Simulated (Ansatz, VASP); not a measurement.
## GaN: VASP beside Ansatz

```
CELL_PARAMETERS angstrom
3.18000 0.00000 0.00000
-1.59000 2.75396 0.00000
0.00000 0.00000 5.16600
ATOMIC_POSITIONS crystal
Ga 0.33333 0.66667 0.00000
Ga 0.66667 0.33333 0.50000
N 0.33333 0.66667 0.37500
N 0.66667 0.33333 0.87500
```

Alike in both runs: task single point; functional LDA; k mesh 12 × 12 × 6; occupations gaussian, width 0.05 eV; no spin polarisation.

|  | VASP | Ansatz |
| --- | --- | --- |
| version | VASP 6.6.1 | Ansatz 0.2.0 |
| potentials or method | VASP PAW LDA potentials, release 64 (Ga_d, N), cutoff 520 eV | scalar-relativistic, plane waves, PAW |
| valence electrons in the cell | 36 | 36 |

|  | VASP | Ansatz | Ansatz less VASP |
| --- | --- | --- | --- |
| gap on the k mesh at the Fermi level (eV) | 1.99 | 1.97 | -0.016 |
| least direct gap on the mesh (eV) | 1.99 | 1.97 | -0.016 |
| pressure (GPa) | -3.4 | -4.5 | -1.02 |
| traceless stress, the component that is largest in VASP (GPa) | 1.45 | 1.42 | -0.027 |
| rms of the force components (eV/Å) | 0.074 | 0.073 | -0.0010 |

LDA's correlation is that of Perdew and Zunger in VASP and of Perdew and Wang (1992) in Ansatz. Atom by atom the forces differ by 0.001 eV/Å (rms over components).
